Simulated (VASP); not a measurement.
Write the native input for VASP 6.6.1 that does the following.

```
Task                   : single point
Functional             : PBE
Potentials or basis    : VASP PAW PBE potentials, release 64 (Ba_sv, S)
Cutoff                 : 520 eV
k mesh                 : 9 × 9 × 9
Occupations            : fermi-dirac, width 0.08 eV
Spin                   : non-collinear spin, zero start, spin-orbit coupling
Starting moments       : [[0.0, 0.0, 0.0], [0.0, 0.0, 0.0]] μB
Dipole correction      : no
Further INCAR settings : ALGO = Normal; EDIFF = 1e-07; NBANDS = 28
```

The structure of BaS (zincblende type) lies in POSCAR:

```
BaS
1.0
    0.0000000000      3.5161364223      3.5161364223
    3.5161364223      0.0000000000      3.5161364223
    3.5161364223      3.5161364223      0.0000000000
Ba S
1 1
Direct
    0.0000000000      0.0000000000      0.0000000000
    0.2500000000      0.2500000000      0.2500000000
```

These files were run (other wordings do the same):

INCAR

```
PREC = Accurate
ENCUT = 520
EDIFF = 1E-7
ISMEAR = -1
SIGMA = 0.08
LREAL = F
LASPH = T
NELM = 150
ALGO = Normal
ISIF = 2
LWAVE = F
LCHARG = T
MAGMOM = 0 0 0 0 0 0
LORBIT = 11
LSORBIT = T
GGA_COMPAT = F
LORBMOM = T
GGA = PE
LVHAR = T
NBANDS = 28
```

KPOINTS

```
Automatic mesh
0
Gamma
  9 9 9
```

Potentials or basis: VASP PAW PBE potentials, release 64 (Ba_sv, S).

Command:

```bash
$ cat potpaw_PBE.64/Ba_sv/POTCAR potpaw_PBE.64/S/POTCAR > POTCAR
$ mpirun -np 1 vasp_ncl > vasp.out
```

It gave:

```yaml
Pressure: 0.4 GPa
Net_moment: 0.00 μB per cell
Valence_electrons_inside_the_program's_atomic_spheres: Ba 7.92; S 3.75
```

It took 2.8 min on 1 thread of Intel(R) Xeon(R) 6975P-C (Granite Rapids) (shared host), peak memory 0.59 GiB.
